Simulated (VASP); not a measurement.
Input of a VASP 6.6.1 run:

The input INCAR:

```
ALGO = Normal ; EDIFF = 1E-6
ENCUT = 600 ; GGA = PS
GGA_COMPAT = F ; ISIF = 2
ISMEAR = 0 ; LASPH = T
LCHARG = T ; LELF = T
LREAL = F ; LVHAR = T
LWAVE = F ; NBANDS = 22
NELM = 120 ; PREC = Accurate
SIGMA = 0.1
```

File KPOINTS:

```
k-points
0
Gamma
  18 18 6
```

File POSCAR:

```
Re
1.0
    2.6750689460      0.0000000000      0.0000000000
   -1.3375344730      2.3166776641      0.0000000000
    0.0000000000      0.0000000000      8.5096912039
Re
4
Direct
    0.0000000000      0.0000000000      0.0000000000
    0.3333333300      0.6666666700      0.2500000000
    0.0000000000      0.0000000000      0.5000000000
    0.6666666700      0.3333333300      0.7500000000
```

Potentials or basis: VASP PAW PBE potentials, release 64 (Re).

The run is started by

```sh
$ cat potpaw_PBE.64/Re/POTCAR > POTCAR
$ mpirun -np 1 vasp_std > vasp.out
```

What does it give for the pressure?

49.5 GPa.

What does it give for the band gap on the k mesh?

Zero (bands 14 and 15 overlap by 3.10 eV).

Stress tensor (GPa, compression positive):
```
46.29  0.00  0.00
 0.00 46.29  0.00
 0.00  0.00 55.78
```

Caveat: the cell differs from its parent crystal (strained); the stress differs along the axes, from 46 to 56 GPa; the PAW data sets were made with another functional, which shifts forces and pressure a little; spin-orbit coupling is left out, which moves the levels of the heavy elements.
